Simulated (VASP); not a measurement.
Set up this calculation in VASP 6.6.1, as the native input.

| Item | Value |
| --- | --- |
| Task | single point |
| Functional | LDA |
| Potentials or basis | VASP PAW LDA potentials, release 64 (Fe) |
| Cutoff | 520 eV |
| k mesh | 10 × 10 × 10 |
| Occupations | fermi-dirac, width 0.05 eV |
| Spin | collinear spin, ferromagnetic start |
| Starting moments | [1.988] μB |
| Dipole correction | no |
| Further INCAR settings | ALGO = Normal; EDIFF = 1e-06; NBANDS = 14 |

The structure of Fe lies in POSCAR:

```
Fe
1.0
   -1.3745984210      1.3745984210      1.3745984210
    1.3745984210     -1.3745984210      1.3745984210
    1.3745984210      1.3745984210     -1.3745984210
Fe
1
Direct
    0.0000000000      0.0000000000      0.0000000000
```

One way to write it, as run:

INCAR

```
PREC     = Accurate       # precision mode
ENCUT    = 520            # plane-wave cutoff, eV
EDIFF    = 1E-6           # SCF threshold, eV
ISMEAR   = -1             # smearing method
SIGMA    = 0.05           # smearing width, eV
LREAL    = F              # projectors in reciprocal space
LASPH    = T              # aspherical terms in the spheres
NELM     = 150            # most SCF steps
ALGO     = Normal         # electronic algorithm
ISIF     = 2              # what is computed and relaxed
LWAVE    = F              # write WAVECAR
LCHARG   = T              # write CHGCAR
ISPIN    = 2              # spin polarisation
MAGMOM   = 1.988          # initial moments
LORBIT   = 11             # projections on sites
LMAXMIX  = 4              # l up to which the mixer works
GGA      = CA             # functional
LELF     = T              # ELF
LVHAR    = T            
NBANDS   = 14             # bands
```

KPOINTS

```
regular mesh
0
Gamma
  10 10 10
```

Potentials or basis: VASP PAW LDA potentials, release 64 (Fe).

Run with:

```console
$ cat potpaw_LDA.64/Fe/POTCAR > POTCAR
$ mpirun -np 1 vasp_std > vasp.out
```

It gave:

```
Pressure                                              : -0.6 GPa
Net moment                                            : 1.95 μB per cell
Site moments                                          : Fe +1.92 μB
Valence electrons inside the program's atomic spheres : Fe 7.48
```

Run time: 19 s on 1 thread of AMD EPYC 7R43 64-Core Processor (Zen 3), on a shared host, peak memory 0.08 GiB.
